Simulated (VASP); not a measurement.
Crystal: BaO3.

```
Ba O
1.0
     2.85725   -3.05452    0.00000
     2.85725    3.05452    0.00000
     0.00000    0.00000    4.37993
Ba O
1 3
Direct
  0.00000 0.00000 0.50000
  0.50000 0.50000 0.34626
  0.50000 0.50000 0.65374
  0.00000 0.00000 0.00000
```

The cell was generated, and may not be a known phase.

```yaml
Program: VASP 6.6.1
Task: relaxation of cell and atoms
Functional: PBE
Potentials_or_basis: VASP PAW PBE potentials, release 64 (Ba_sv, O)
Cutoff: 600 eV
k_mesh: 4 × 4 × 4
Occupations: gaussian, width 0.1 eV
Spin: collinear spin
Starting_moments: "[0.0, 0.37, 0.37, 0.0] μB"
```

At the start: pressure 6.8 GPa; volume 19.11 Å³/atom.

Q: Where does the relaxation end?

A: Over 16 steps the energy falls by 76.9 meV/atom and the volume is 21.86 Å³/atom (+14.4 %); space group Cmmm (No. 65, to 0.1 Å) before and after; moment 1.50 μB per cell.

The path:
| step | energy change (eV) | largest force (eV/Å) | pressure (GPa) | volume (Å³) |
| --- | --- | --- | --- | --- |
| 1 | 0.0000 | 0.3872 | 6.82 | 76.45 |
| 2 | -0.0715 | 2.2558 | -2.79 | 85.64 |
| 3 | -0.2214 | 1.5300 | 1.19 | 80.90 |
| 4 | -0.2328 | 1.8310 | -0.46 | 82.53 |
| 5 | -0.1081 | 4.3966 | 2.64 | 86.20 |
| 6 | -0.2992 | 0.0965 | 0.39 | 84.02 |
| 7 | -0.2994 | 0.0019 | 0.35 | 83.96 |
| 8 | -0.2993 | 0.0435 | 0.37 | 83.98 |
| 9 | -0.3018 | 0.0289 | 0.24 | 84.55 |
| 10 | -0.3061 | 0.0123 | -0.07 | 86.25 |
| 11 | -0.3041 | 0.0821 | -0.55 | 89.68 |
| 12 | -0.3068 | 0.0404 | -0.27 | 87.51 |
| 13 | -0.3026 | 0.5704 | 0.73 | 87.49 |
| 14 | -0.3072 | 0.0944 | -0.04 | 87.50 |
| 15 | -0.3072 | 0.1284 | 0.02 | 87.40 |
| 16 | -0.3075 | 0.0159 | 0.00 | 87.46 |

Final structure:
```yaml
crystal:
  lattice:
    - [2.99135, -3.12388, 0.00000]
    - [2.99135, 3.12388, 0.00000]
    - [0.00000, 0.00000, 4.67947]
  atoms:
    - { symbol: Ba, position: [0.00000, 0.00000, 0.50000] }
    - { symbol: O, position: [0.50000, 0.50000, 0.35717] }
    - { symbol: O, position: [0.50000, 0.50000, 0.64283] }
    - { symbol: O, position: [0.00000, 0.00000, 0.00000] }
```

Caveat: the k points lie up to 0.36 Å⁻¹ apart in the final cell.
